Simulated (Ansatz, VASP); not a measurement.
## One calculation of SiC, two programs

```xyz
4
Lattice="2.9756 0.0000 0.0000 -1.4878 2.5770 0.0000 0.0000 0.0000 5.2915" Properties=species:S:1:pos:R:3 pbc="T T T"
Si    0.0000    1.7180    0.0244
Si    1.4878    0.8590    2.6701
C     0.0000    1.7180    2.0129
C     1.4878    0.8590    4.6586
```

Alike in both runs: task relaxation of the atoms; functional LDA; k mesh 12 × 12 × 6; occupations gaussian, width 0.05 eV; no spin polarisation.

|  | VASP | Ansatz |
| --- | --- | --- |
| version | VASP 6.6.1 | Ansatz 0.2.0 |
| potentials or method | VASP PAW LDA potentials, release 64 (Si, C), cutoff 520 eV | scalar-relativistic, plane waves, PAW |
| valence electrons in the cell | 16 | 16 |

```tsv
	VASP	Ansatz	Ansatz less VASP
gap on the k mesh at the Fermi level, each at its own relaxed structure (eV)	1.51	1.54	+0.022
```

Ansatz warns that its potentials were made for another functional, while VASP's fit it. LDA's correlation is that of Perdew and Zunger in VASP and of Perdew and Wang (1992) in Ansatz. Ansatz's warnings: stress scf threshold loose.
